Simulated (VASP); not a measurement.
A run of VASP 6.6.1:

INCAR

```
PREC = Accurate ; ENCUT = 500
EDIFF = 1E-7 ; ISMEAR = 0
SIGMA = 0.1 ; LREAL = F
LASPH = T ; NELM = 200
ALGO = Normal ; ISIF = 3
LWAVE = F ; LCHARG = F
GGA = PE ; IBRION = 2
NSW = 100 ; EDIFFG = -0.01
GGA_COMPAT = F ; NELMIN = 4
LMAXMIX = 6
```

File KPOINTS:

```
Automatic mesh
0
Gamma
  12 12 4
```

POSCAR

```
Dy2BiP3
1.0
    4.8921156934      0.0000000000      0.0000000000
   -2.4460578467      4.2366964688      0.0000000000
    0.0000000000      0.0000000000     11.0901296325
Dy Bi P
2 1 3
Direct
    0.0000000000      0.0000000000      0.7245561004
    0.0000000000      0.0000000000      0.2754438996
    0.0000000000      0.0000000000      0.0000000000
    0.3333333333      0.6666666667      0.0000000000
    0.6666666667      0.3333333333      0.0000000000
    0.0000000000      0.0000000000      0.5000000000
```

Potentials or basis: VASP PAW PBE potentials, release 64 (Dy_3, Bi_d, P), 4f in core.

The run is started by

```sh
$ cat potpaw_PBE.64/Dy_3/POTCAR potpaw_PBE.64/Bi_d/POTCAR potpaw_PBE.64/P/POTCAR > POTCAR
$ mpirun -np 1 vasp_std > vasp.out
```

Hardware: 1 thread of Intel(R) Xeon(R) 6975P-C (Granite Rapids) (shared host).

Problem. Estimate the wall time of this run.

Solution. Run time: 15 min on 1 thread of Intel(R) Xeon(R) 6975P-C (Granite Rapids), on a shared host, peak memory 0.55 GiB. Counts: scf iterations 49, k points 57, ion steps 5.
